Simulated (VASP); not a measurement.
# S in VASP: single point with LDA

Aim: the single point of S with LDA.

Program: VASP 6.6.1. These are calculated values, not measurements. Logs are shortened: lines on timing, memory, paths and dates and some standing lists are left out, and cuts for length are marked.

## (1) The cell of the first run

The typed cell holds 1 atom: a = 2.742 Å, b = 2.742 Å, c = 3.166 Å, α = 54.73°, β = 54.73°, γ = 70.53°.

This isn't the form of S at room conditions, which is orthorhombic, of S8 rings.

## (2) Single point, LDA

Input file INCAR:

```
PREC = Accurate
ENCUT = 520
EDIFF = 1E-6
ISMEAR = 0
SIGMA = 0.15
LREAL = F
LASPH = T
NELM = 100
ALGO = Normal
ISIF = 2
LWAVE = F
LCHARG = F
GGA = CA
NBANDS = 9
```

Input file KPOINTS:

```
regular mesh
0
Gamma
  22 22 22
```

Input file POSCAR:

```
S
1.0
    0.0000000000      2.2386952673      1.5827575540
    2.2386952673      0.0000000000      1.5827575540
    2.2386952673      2.2386952673      0.0000000000
S
1
Direct
    0.0000000000      0.0000000000      0.0000000000
```

Potentials or basis: VASP PAW LDA potentials, release 64 (S).

Command:

```
> cat potpaw_LDA.64/S/POTCAR > POTCAR
> mpirun -np 1 vasp_std > vasp.out
```

OUTCAR:

```text
PREC = Accurate
   ENCUT = 520
   EDIFF = 1E-6
   ISMEAR = 0
   LREAL = F
   LASPH = T
   NELM = 100
   ISIF = 2
   GGA = CA

 ion  position               nearest neighbor table
   1  0.000  0.000  0.000-

  LATTYP: Found a body centered tetragonal cell.
 ALAT       =     3.1659932090
 C/A-ratio  =     0.9998489886

  Lattice vectors:

 A1 = (   0.0000000000,  -2.2386952673,  -1.5827575540)
 A2 = (   0.0000000000,   2.2386952673,  -1.5827575540)
 A3 = (   2.2386952673,   0.0000000000,   1.5827575540)

Analysis of symmetry for initial positions (statically):
=====================================================================
 Subroutine PRICEL returns:
 Original cell was already a primitive cell.

 Routine SETGRP: Setting up the symmetry group for a
 body centered tetragonal supercell.

 Subroutine GETGRP returns: Found 16 space group operations
 (whereof 16 operations were pure point group operations)
 out of a pool of 16 trial point group operations.

The static configuration has the point symmetry D_4h.

Analysis of symmetry for dynamics (positions and initial velocities):
=====================================================================
 Subroutine PRICEL returns:
 Original cell was already a primitive cell.

 Routine SETGRP: Setting up the symmetry group for a
 body centered tetragonal supercell.

 Subroutine GETGRP returns: Found 16 space group operations
 (whereof 16 operations were pure point group operations)
 out of a pool of 16 trial point group operations.

The dynamic configuration has the point symmetry D_4h.

 Subroutine INISYM returns: Found 16 space group operations
 (whereof 16 operations are pure point group operations),
 and found     1 'primitive' translations

----------------------------------------------------------------------------------------

                                     Primitive cell

  volume of cell :      15.8648

  direct lattice vectors                    reciprocal lattice vectors
     0.000000000  2.238695267  1.582757554    -0.223344377  0.223344377  0.315904352
     2.238695267  0.000000000  1.582757554     0.223344377 -0.223344377  0.315904352
     2.238695267  2.238695267  0.000000000     0.223344377  0.223344377 -0.315904352

  length of vectors
     2.741692538  2.741692538  3.165993209     0.446722488  0.446722488  0.446722488

  position of ions in fractional coordinates (direct lattice)
     0.000000000  0.000000000  0.000000000
[... 78 lines left out ...]
   EDIFFG = 0.1E-04   stopping-criterion for IOM
   NSW    =      0    number of steps for IOM
   IBRION =     -1    ionic relax: 0-MD 1-quasi-New 2-CG
   NFREE  =      0    steps in history (QN), initial steepest desc. (CG)
   ISIF   =      2    stress and relaxation
   ISYM   =      2    0-nonsym 1-usesym 2-fastsym
   POTIM  = 0.5000    time-step for ionic-motion
   TEBEG  =    0.0;   TEEND  =   0.0 temperature during run
   PSTRESS=    0.0 pullay stress
   NELECT =       6.0000    total number of electrons
   NUPDOWN=      -1.0000    fix difference up-down
   EMIN   =  10.00;   EMAX   =-10.00  energy-range for DOS
   EFERMI =   0.00;   METHOD = LEGACY
   ISMEAR =     0;   SIGMA  =   0.15  broadening in eV -4-tet -1-fermi 0-gaus
   EFERMI_NEDOS =   21; number of points for ismear=-14 and -15
   IALGO  =     38    algorithm
   IMIX   =      4    mixing-type and parameters
     AMIX     =   0.40;   BMIX     =  1.00
     AMIX_MAG =   1.60;   BMIX_MAG =  1.00
  volume/ion in A,a.u.               =      15.86       107.06
  Fermi-wavevector in a.u.,A,eV,Ry     =   1.183897  2.237240 19.070080  1.401611
  Thomas-Fermi vector in A             =   2.320122
   LORBIT       =      0    0 simple, 1 ext, 2 COOP (PROOUT), +10 PAW based schemes
   GGA     = CA    functional components
   LHFCALC =     F    Hartree Fock is set to
   AEXX    =    0.0000 exact exchange contribution
   IVDW    =     0    specifies the selected vdW correction
   LEPSILON=     F    determine dielectric tensor
   LRPA    =     F    only Hartree local field effects (RPA)
 non-spin polarized calculation
 Gauss-broadening in eV      SIGMA  =   0.15
  energy-cutoff  :      520.00
  volume of cell :       15.86
 maximum number of plane-waves:       439
   NGX = 11   NGY = 11   NGZ = 11

 number of electron       5.9999999 magnetization

 Free energy of the ion-electron system (eV)
  ---------------------------------------------------
  ext. energy  EPLUGINS =         0.00000000
  ---------------------------------------------------
  free energy    TOTEN  =        -3.83576313 eV

  energy without entropy =       -3.82767673  energy(sigma->0) =       -3.83171993

 E-fermi :   7.4623     XC(G=0): -11.3378

 val. band max:        7.4414392245   @ k =  -0.1364   0.2727   0.1818
 cond. band min:       7.4636955847   @ k =   0.5000   0.0000   0.0000
 fundamental gap:      0.0222563602
 Fermi energy:         7.4622706161

 k-point     1 :       0.0000    0.0000    0.0000
  band No.  band energies     occupation
      1      -9.3133      2.00000
      2      10.5135      0.00000
      3      10.5135      0.00000
      4      10.5139      0.00000
      5      19.7426      0.00000
      6      19.7455      0.00000
      7      19.7455      0.00000
      8      21.6864      0.00000
      9      23.3751      0.00000
[... 265 lines left out ...]
 k-point    24 :      -0.4545    0.0455    0.0000
  band No.  band energies     occupation
      1      -5.0703      2.00000
      2       0.4147      2.00000
      3       7.3802      1.56113
      4       9.5022      0.00000
      5      15.2295      0.00000
      6      16.0498      0.00000
      7      24.0452      0.00000
      8      25.5009      0.00000
      9      28.9420      0.00000

 [... further k-points ...]

------------------------ aborting loop because EDIFF is reached ----------------------------------------

  FORCE on cell =-STRESS in cart. coord.  units (eV):
  Direction    XX          YY          ZZ          XY          YZ          ZX
  --------------------------------------------------------------------------------------
  -------------------------------------------------------------------------------------
  Total       -0.7082146     -0.7082146     -0.7069003      0.0000000      0.0000000     -0.0000000
  in kB      -71.5222355    -71.5222355    -71.3895062      0.0000000      0.0000000     -0.0000000
  external PRESSURE =     -71.4779924 kB  Pullay stress =       0.0000000 kB

 VOLUME and BASIS-vectors are now :
 -----------------------------------------------------------------------------
  energy-cutoff  :      520.00
  volume of cell :       15.86
      direct lattice vectors                 reciprocal lattice vectors
     0.000000000  2.238695267  1.582757554    -0.223344377  0.223344377  0.315904352
     2.238695267  0.000000000  1.582757554     0.223344377 -0.223344377  0.315904352
     2.238695267  2.238695267  0.000000000     0.223344377  0.223344377 -0.315904352

 POSITION                                       TOTAL-FORCE (eV/Angst)
 -----------------------------------------------------------------------------------
      0.00000      0.00000      0.00000         0.000000      0.000000     -0.000000
 -----------------------------------------------------------------------------------
    total drift:                                0.000000      0.000000     -0.000000

  FREE ENERGIE OF THE ION-ELECTRON SYSTEM (eV)
  ---------------------------------------------------
  free  energy   TOTEN  =        -3.8357631310 eV

  energy  without entropy=       -3.8276767259  energy(sigma->0) =       -3.83171993
```

OSZICAR:

```text
N       E                     dE             d eps       ncg     rms          rms(c)
DAV:   1     0.671900418598E+01    0.67190E+01   -0.29251E+03 15335   0.557E+02
DAV:   2    -0.361262829403E+01   -0.10332E+02   -0.99394E+01 21826   0.758E+01
DAV:   3    -0.383950174727E+01   -0.22687E+00   -0.22366E+00 17599   0.964E+00
DAV:   4    -0.384015083172E+01   -0.64908E-03   -0.64898E-03 20628   0.588E-01
DAV:   5    -0.384015166732E+01   -0.83560E-06   -0.83523E-06 17833   0.181E-02    0.733E+00
DAV:   6    -0.383645652407E+01    0.36951E-02   -0.50999E-03 16192   0.365E-01    0.435E+00
DAV:   7    -0.383587421918E+01    0.58230E-03   -0.66595E-03 16037   0.428E-01    0.147E-01
DAV:   8    -0.383576267831E+01    0.11154E-03   -0.42667E-04 15749   0.110E-01    0.162E-02
DAV:   9    -0.383576313101E+01   -0.45270E-06   -0.27646E-06 17589   0.135E-02
   1 F= -.38357631E+01 E0= -.38317199E+01  d E =-.808641E-02
```

stdout:

```text
POSCAR found type information on POSCAR S
 POSCAR found :  1 types and       1 ions
 scaLAPACK will be used
 LDA part: xc-table for (Slater(with rela. corr.)+CA(PZ))
 , standard interpolation
 POSCAR, INCAR and KPOINTS ok, starting setup
 FFT: planning ... GRIDC
 FFT: planning ... GRID_SOFT
 FFT: planning ... GRID
 WAVECAR not read
 entering main loop
```

Wall time 57 s (1 thread of Intel Xeon 8259CL, shared host); peak memory 0.2 GiB.

Results:

```
Free energy            : -3.8358 eV
Pressure               : -7.1 GPa
Band gap on the k mesh : zero (bands 3 and 4 overlap by 6.70 eV)
```

Caveat: the cell stands under tension.
